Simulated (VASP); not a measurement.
# ZnCu (R-3m) in VASP: a series of runs

The runs below take ZnCu through single point, with PBEsol.

Program: VASP 6.6.1. These are calculated values, not measurements. Logs are shortened: lines on timing, memory, paths and dates and some standing lists are left out, and cuts for length are marked.

### Step 1. The cell of the first run

Symmetry: R-3m, No. 166, trigonal system. The conventional cell has a = 3.897 Å, b = 3.897 Å, c = 5.606 Å, α = 90.00°, β = 90.00°, γ = 120.00°. Zn (site symmetry -3m) has 8 Cu at 2.44 to 2.80 Å and 6 Zn at 2.93 Å within 3.2 Å. Cu (site symmetry -3m) has 8 Zn at 2.44 to 2.80 Å and 6 Cu at 2.93 Å within 3.2 Å.

### Step 2. Single point, PBEsol (12.29 Å³/atom)

Input file INCAR:

```
SYSTEM = ZnCu
  PREC = Accurate
  ENCUT = 520
  EDIFF = 1E-7
  ISMEAR = 0
  SIGMA = 0.15
  LREAL = .False.
  LASPH = .True.
  NELM = 80
  ALGO = Fast
  ISIF = 2
  LWAVE = .False.
  LCHARG = .False.
  GGA = PS
  NBANDS = 18
```

Input file KPOINTS:

```
Automatic mesh
0
Gamma
  18 18 18
  0 0 0
```

Input file POSCAR:

```
ZnCu
1.0
    2.9162454400      0.1603039311      0.1603039311
    0.1603039311      2.9162454400      0.1603039311
    0.1603039311      0.1603039311      2.9162454400
Zn Cu
1 1
Direct
    0.5000000000      0.5000000000      0.5000000000
    0.0000000000      0.0000000000      0.0000000000
```

Potentials or basis: VASP PAW PBE potentials, release 64 (Zn, Cu).

The run is started by

```
cat potpaw_PBE.64/Zn/POTCAR potpaw_PBE.64/Cu/POTCAR > POTCAR
mpirun -np 1 vasp_std > vasp.out
```

OUTCAR:

```text
SYSTEM = ZnCu
   PREC = Accurate
   ENCUT = 520
   EDIFF = 1E-7
   ISMEAR = 0
   LREAL = .False.
   LASPH = .True.
   NELM = 80
   ISIF = 2
   GGA = PS

 ion  position               nearest neighbor table
   1  0.500  0.500  0.500-   2 2.44   2 2.44   2 2.44   2 2.44   2 2.44   2 2.44   2 2.80   2 2.80

   2  0.000  0.000  0.000-   1 2.44   1 2.44   1 2.44   1 2.44   1 2.44   1 2.44   1 2.80   1 2.80

  LATTYP: Found a trigonal (rhomboedric) cell.
 ALAT       =     2.9250439598
 COS(alpha) =     0.1122816500

  Lattice vectors:

 A1 = (   2.9162454400,   0.1603039311,   0.1603039311)
 A2 = (   0.1603039311,   2.9162454400,   0.1603039311)
 A3 = (   0.1603039311,   0.1603039311,   2.9162454400)

Analysis of symmetry for initial positions (statically):
=====================================================================
 Subroutine PRICEL returns:
 Original cell was already a primitive cell.

 Routine SETGRP: Setting up the symmetry group for a
 trigonal (rhombohedral) supercell.

 Subroutine GETGRP returns: Found 12 space group operations
 (whereof 12 operations were pure point group operations)
 out of a pool of 12 trial point group operations.

The static configuration has the point symmetry D_3d.

Analysis of symmetry for dynamics (positions and initial velocities):
=====================================================================
 Subroutine PRICEL returns:
 Original cell was already a primitive cell.

 Routine SETGRP: Setting up the symmetry group for a
 trigonal (rhombohedral) supercell.

 Subroutine GETGRP returns: Found 12 space group operations
 (whereof 12 operations were pure point group operations)
 out of a pool of 12 trial point group operations.

The dynamic configuration has the point symmetry D_3d.

 Subroutine INISYM returns: Found 12 space group operations
 (whereof 12 operations are pure point group operations),
 and found     1 'primitive' translations

----------------------------------------------------------------------------------------

                                     Primitive cell

  volume of cell :      24.5846

  direct lattice vectors                    reciprocal lattice vectors
     2.916245440  0.160303931  0.160303931     0.344882276 -0.017970128 -0.017970128
     0.160303931  2.916245440  0.160303931    -0.017970128  0.344882276 -0.017970128
     0.160303931  0.160303931  2.916245440    -0.017970128 -0.017970128  0.344882276

  length of vectors
     2.925043960  2.925043960  2.925043960     0.345817344  0.345817344  0.345817344

  position of ions in fractional coordinates (direct lattice)
     0.500000000  0.500000000  0.500000000
[... 80 lines left out ...]
   EDIFFG = 0.1E-05   stopping-criterion for IOM
   NSW    =      0    number of steps for IOM
   IBRION =     -1    ionic relax: 0-MD 1-quasi-New 2-CG
   NFREE  =      0    steps in history (QN), initial steepest desc. (CG)
   ISIF   =      2    stress and relaxation
   ISYM   =      2    0-nonsym 1-usesym 2-fastsym
   POTIM  = 0.5000    time-step for ionic-motion
   TEBEG  =    0.0;   TEEND  =   0.0 temperature during run
   PSTRESS=    0.0 pullay stress
   NELECT =      23.0000    total number of electrons
   NUPDOWN=      -1.0000    fix difference up-down
   EMIN   =  10.00;   EMAX   =-10.00  energy-range for DOS
   EFERMI =   0.00;   METHOD = LEGACY
   ISMEAR =     0;   SIGMA  =   0.15  broadening in eV -4-tet -1-fermi 0-gaus
   EFERMI_NEDOS =   21; number of points for ismear=-14 and -15
   IALGO  =     68    algorithm
   IMIX   =      4    mixing-type and parameters
     AMIX     =   0.40;   BMIX     =  1.00
     AMIX_MAG =   1.60;   BMIX_MAG =  1.00
  volume/ion in A,a.u.               =      12.29        82.95
  Fermi-wavevector in a.u.,A,eV,Ry     =   1.601142  3.025719 34.880641  2.563655
  Thomas-Fermi vector in A             =   2.698167
   LORBIT       =      0    0 simple, 1 ext, 2 COOP (PROOUT), +10 PAW based schemes
   GGA     = PS    functional components
   LHFCALC =     F    Hartree Fock is set to
   AEXX    =    0.0000 exact exchange contribution
   IVDW    =     0    specifies the selected vdW correction
   LEPSILON=     F    determine dielectric tensor
   LRPA    =     F    only Hartree local field effects (RPA)
 non-spin polarized calculation
 RMM-DIIS sequential band-by-band and
 Gauss-broadening in eV      SIGMA  =   0.15
  energy-cutoff  :      520.00
  volume of cell :       24.58
 maximum number of plane-waves:       682
 NGX is ok and might be reduce to    24
   NGX = 11   NGY = 11   NGZ = 11

 number of electron      22.9999976 magnetization

 Free energy of the ion-electron system (eV)
  ---------------------------------------------------
  ext. energy  EPLUGINS =         0.00000000
  ---------------------------------------------------
  free energy    TOTEN  =        -5.89861347 eV

  energy without entropy =       -5.89353813  energy(sigma->0) =       -5.89607580

 E-fermi :   5.7533     XC(G=0): -12.7710

 val. band max:        5.7436782776   @ k =   0.5000   0.5000   0.1667
 cond. band min:       5.7576538847   @ k =  -0.3333  -0.3889   0.1111
 fundamental gap:      0.0139756071
 Fermi energy:         5.7533224959

 k-point     1 :       0.0000    0.0000    0.0000
  band No.  band energies     occupation
      1      -4.9325      2.00000
      2      -2.2410      2.00000
      3      -2.2410      2.00000
      4      -1.6387      2.00000
      5      -1.6387      2.00000
      6      -1.3726      2.00000
[... 481 lines left out ...]
      5      -1.5852      2.00000
      6      -1.4262      2.00000
[... 10 lines left out ...]
     17      22.3592      0.00000
     18      24.3850      0.00000

 [... further k-points ...]

------------------------ aborting loop because EDIFF is reached ----------------------------------------

  FORCE on cell =-STRESS in cart. coord.  units (eV):
  Direction    XX          YY          ZZ          XY          YZ          ZX
  --------------------------------------------------------------------------------------
  -------------------------------------------------------------------------------------
  Total        0.6760071      0.6760071      0.6760071     -1.0639198     -1.0639198     -1.0639198
  in kB       44.0553658     44.0553658     44.0553658    -69.3356321    -69.3356321    -69.3356321
  external PRESSURE =      44.0553658 kB  Pullay stress =       0.0000000 kB

 VOLUME and BASIS-vectors are now :
 -----------------------------------------------------------------------------
  energy-cutoff  :      520.00
  volume of cell :       24.58
      direct lattice vectors                 reciprocal lattice vectors
     2.916245440  0.160303931  0.160303931     0.344882276 -0.017970128 -0.017970128
     0.160303931  2.916245440  0.160303931    -0.017970128  0.344882276 -0.017970128
     0.160303931  0.160303931  2.916245440    -0.017970128 -0.017970128  0.344882276

 POSITION                                       TOTAL-FORCE (eV/Angst)
 -----------------------------------------------------------------------------------
      1.61843      1.61843      1.61843         0.000000      0.000000     -0.000000
      0.00000      0.00000      0.00000        -0.000000     -0.000000      0.000000
 -----------------------------------------------------------------------------------
    total drift:                               -0.000000      0.000000     -0.000000

  FREE ENERGIE OF THE ION-ELECTRON SYSTEM (eV)
  ---------------------------------------------------
  free  energy   TOTEN  =        -5.8986134750 eV

  energy  without entropy=       -5.8935381284  energy(sigma->0) =       -5.89607580
```

OSZICAR:

```text
N       E                     dE             d eps       ncg     rms          rms(c)
DAV:   1     0.113729155507E+03    0.11373E+03   -0.11302E+04 22674   0.214E+03
DAV:   2    -0.235005180875E+01   -0.11608E+03   -0.11125E+03 20986   0.301E+02
DAV:   3    -0.721143509934E+01   -0.48614E+01   -0.48232E+01 23554   0.764E+01
[... 10 lines left out ...]
RMM:  14    -0.589864612615E+01    0.39542E-04   -0.51481E-04 25685   0.353E-01    0.483E-02
RMM:  15    -0.589861358778E+01    0.32538E-04   -0.58709E-05 25000   0.117E-01    0.498E-03
RMM:  16    -0.589861362906E+01   -0.41282E-07   -0.59905E-06 26290   0.227E-02    0.187E-03
RMM:  17    -0.589861357705E+01    0.52013E-07   -0.11277E-06 22868   0.136E-02    0.286E-03
RMM:  18    -0.589861347431E+01    0.10274E-06   -0.25350E-07 21087   0.646E-03    0.105E-03
RMM:  19    -0.589861347496E+01   -0.64756E-09   -0.80347E-08 16443   0.313E-03
   1 F= -.58986135E+01 E0= -.58960758E+01  d E =-.507535E-02
```

stdout:

```text
POSCAR found type information on POSCAR ZnCu
 POSCAR found :  2 types and       2 ions
 scaLAPACK will be used
 -----------------------------------------------------------------------------
|                                                                             |
|                                                                             |
|     You enforced a specific xc type in the INCAR file but a different       |
|     I HOPE YOU KNOW WHAT YOU ARE DOING!                                     |
|                                                                             |
 -----------------------------------------------------------------------------

 LDA part: xc-table for (Slater+PW92), standard interpolation
 POSCAR, INCAR and KPOINTS ok, starting setup
 FFT: planning ... GRIDC
 FFT: planning ... GRID_SOFT
 FFT: planning ... GRID
 WAVECAR not read
 entering main loop
WARNING in EDDRMM: call to ZHEGV failed, returncode =   8  4     16
WARNING in EDDRMM: call to ZHEGV failed, returncode =   6  3     17
WARNING in EDDRMM: call to ZHEGV failed, returncode =   6  3     17
WARNING in EDDRMM: call to ZHEGV failed, returncode =   8  4     18
WARNING in EDDRMM: call to ZHEGV failed, returncode =   8  4     15
WARNING in EDDRMM: call to ZHEGV failed, returncode =   8  4     16
 num prob WARNING in EDDRMM: call to ZHEGV failed, returncode =   8  4     16
 num prob  num prob  num prob  num prob  num prob  num prob  num prob  num prob RMM:  19    -0.589861347496E+01   -0.64756E-09   -0.80347E-08 16443   0.313E-03
```

Wall time 6.8 min (1 thread of Intel Xeon 8259CL, shared host); peak memory 0.37 GiB.

Results:

- Free energy: -5.8986 eV
- Pressure: 4.4 GPa
- Band gap on the k mesh: zero (an odd number of electrons rules out a gap without spin polarisation)

Stress tensor (GPa, compression positive):
```
 4.41 -6.93 -6.93
-6.93  4.41 -6.93
-6.93 -6.93  4.41
```

Levels at points of the mesh, in eV from the Fermi level:
| k point | band 9 | band 10 | band 11 | band 12 | band 13 | band 14 |
| --- | --- | --- | --- | --- | --- | --- |
| (0.00, 0.00, 0.00) | -2.89 | -2.85 | -2.85 | 6.16 | 6.16 | 7.22 |
| (0.50, 0.00, 0.00) | -3.52 | -3.36 | -2.99 | -2.09 | 11.34 | 11.47 |
| (0.50, 0.50, 0.00) | -2.96 | -2.67 | -2.63 | -1.24 | 1.11 | 3.28 |
| (0.50, 0.50, 0.50) | -2.63 | -2.63 | 1.47 | 2.47 | 5.30 | 5.30 |

Caveat: the cell stands under pressure; the PAW data sets were made with another functional, which shifts forces and pressure a little.

### Step 3. Single point, PBEsol (12.29 Å³/atom)

Input file INCAR:

```
PREC = Accurate ; ENCUT = 520
EDIFF = 1E-7 ; ISMEAR = 0
SIGMA = 0.15 ; LREAL = False
LASPH = True ; NELM = 100
ALGO = Fast ; ISIF = 2
LWAVE = False ; LCHARG = False
GGA = PS ; NBANDS = 18
```

Input file KPOINTS:

```
regular mesh
0
Gamma
  18 18 18
```

Input file POSCAR:

```
ZnCu
1.0
    2.9875104731      0.5118098435      0.5118098435
    0.5118098435      2.9875104731      0.5118098435
    0.5118098435      0.5118098435      2.9875104731
Zn Cu
1 1
Direct
    0.5000000000      0.5000000000      0.5000000000
    0.0000000000      0.0000000000      0.0000000000
```

Potentials or basis: VASP PAW PBE potentials, release 64 (Zn, Cu).

The run is started by

```
cat potpaw_PBE.64/Zn/POTCAR potpaw_PBE.64/Cu/POTCAR > POTCAR
mpirun -np 1 vasp_std > vasp.out
```

Wall time 8.3 min (1 thread of Intel Xeon 8259CL, shared host); peak memory 0.36 GiB.

It converged, with:

| Property | Result |
| --- | --- |
| Free energy | -5.1567 eV |
| Pressure | 18.4 GPa |
| Band gap on the k mesh | zero (an odd number of electrons rules out a gap without spin polarisation) |

Stress tensor (GPa, compression positive):
```
18.44 -5.74 -5.74
-5.74 18.44 -5.74
-5.74 -5.74 18.44
```

Levels at points of the mesh, in eV from the Fermi level:
```csv
k point,band 8,band 9,band 10,band 11,band 12,band 13,band 14,band 15
"(0.00, 0.00, 0.00)",-3.79,-3.50,-3.25,-3.25,6.92,6.92,9.15,12.72
"(0.50, 0.00, 0.00)",-4.46,-3.99,-3.76,-3.53,-2.59,9.72,9.73,10.27
"(0.50, 0.50, 0.00)",-3.58,-3.38,-3.37,-3.16,-0.07,0.59,4.78,5.73
"(0.50, 0.50, 0.50)",-4.62,-3.35,-3.35,-2.96,-1.19,7.50,7.50,7.55
```

Caveat: the cell stands under pressure; the PAW data sets were made with another functional, which shifts forces and pressure a little.
